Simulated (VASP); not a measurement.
Write the native input for VASP 6.6.1 that does the following.

```
Task                    : density of states
Functional              : PBE
Potentials or basis     : VASP PAW PBE potentials, release 64 (C)
Cutoff                  : 520 eV
k mesh                  : 21 × 21 × 21
Occupations             : fermi-dirac, width 0.1 eV
Spin                    : no spin polarisation
Dipole correction       : no
k mesh for the DOS      : 32 × 32 × 32
Occupations for the DOS : tetrahedron
Further INCAR settings  : ALGO = Normal; EDIFF = 1e-07; NBANDS = 11
```

C:

```
C
1.0
    -1.17223    1.17223    1.65774
     1.17223   -1.17223    1.65774
     1.17223    1.17223   -1.65774
C
2
Direct
  0.62500 0.87500 0.75000
  0.37500 0.12500 0.25000
```

This cell differs from its parent crystal: volume scaled by 0.8.

The input as run:

POSCAR

```
C
1.0
   -1.1722284565      1.1722284565      1.6577430396
    1.1722284565     -1.1722284565      1.6577430396
    1.1722284565      1.1722284565     -1.6577430396
C
2
Direct
   -0.3750000000     -0.1250000000     -0.2500000000
    0.3750000000      0.1250000000      0.2500000000
```

INCAR.step1

```
ALGO = Normal ; EDIFF = 1E-7
ENCUT = 520 ; GGA = PE
ISIF = 2 ; ISMEAR = -1
LASPH = T ; LCHARG = T
LREAL = F ; LWAVE = F
NBANDS = 11 ; NELM = 60
PREC = Accurate ; SIGMA = 0.1
```

KPOINTS.step1

```
k-points
0
Gamma
  21 21 21
```

INCAR.step2

```
ALGO = Normal ; EDIFF = 1E-7
ENCUT = 520 ; GGA = PE
ICHARG = 11 ; ISIF = 2
ISMEAR = -5 ; LASPH = T
LCHARG = F ; LORBIT = 11
LREAL = F ; LWAVE = F
NBANDS = 11 ; NEDOS = 1001
NELM = 60 ; PREC = Accurate
SIGMA = 0.1
```

KPOINTS.step2

```
k-points
0
Gamma
  32 32 32
```

Potentials or basis: VASP PAW PBE potentials, release 64 (C).

Launch:

```sh
$ cat potpaw_PBE.64/C/POTCAR > POTCAR
$ cp INCAR.step1 INCAR
$ cp KPOINTS.step1 KPOINTS
$ mpirun -np 1 vasp_std > vasp.out
$ cp INCAR.step2 INCAR
$ cp KPOINTS.step2 KPOINTS
$ mpirun -np 1 vasp_std > vasp.out
```

Results of the run:

* Valence electrons inside the program's atomic spheres: C 2.88

It took 2.6 min on 1 thread of Intel(R) Xeon(R) Platinum 8488C (Sapphire Rapids), with other jobs on the host, peak memory 0.37 GiB.
